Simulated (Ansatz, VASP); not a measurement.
# One calculation of TaN, two programs

```
CELL_PARAMETERS angstrom
2.99562 0.00000 0.00000
-1.49781 2.59428 0.00000
0.00000 0.00000 2.93954
ATOMIC_POSITIONS crystal
Ta 0.33333 0.66667 0.50000
N 0.00000 0.00000 0.00000
```

Change from the starting cell: volume scaled by 1.06, crystal datasets.

Alike in both runs: task electric field gradients; functional LDA; k mesh 12 × 12 × 10; occupations fermi-dirac, width 0.02 eV; no spin polarisation.

|  | VASP | Ansatz |
| --- | --- | --- |
| version | VASP 6.6.1 | Ansatz 0.2.0 |
| potentials or method | VASP PAW LDA potentials, release 64 (Ta_pv, N), cutoff 520 eV | all-electron PAW with datasets made for the crystal, scalar-relativistic |

|  | VASP | Ansatz | Ansatz less VASP |
| --- | --- | --- | --- |
| pressure (GPa) | -27.1 | -28.3 | -1.19 |
| traceless stress, the component that is largest in VASP (GPa) | -2.28 | -2.37 | -0.087 |
| size of Vzz on the site where it differs most (V/Å²) | 25.5 | 64.5 | +38.98 |

LDA's correlation is that of Perdew and Zunger in VASP and of Perdew and Wang (1992) in Ansatz. Ansatz ran all-electron here, and VASP with PAW potentials.

Spin-orbit coupling is off throughout.
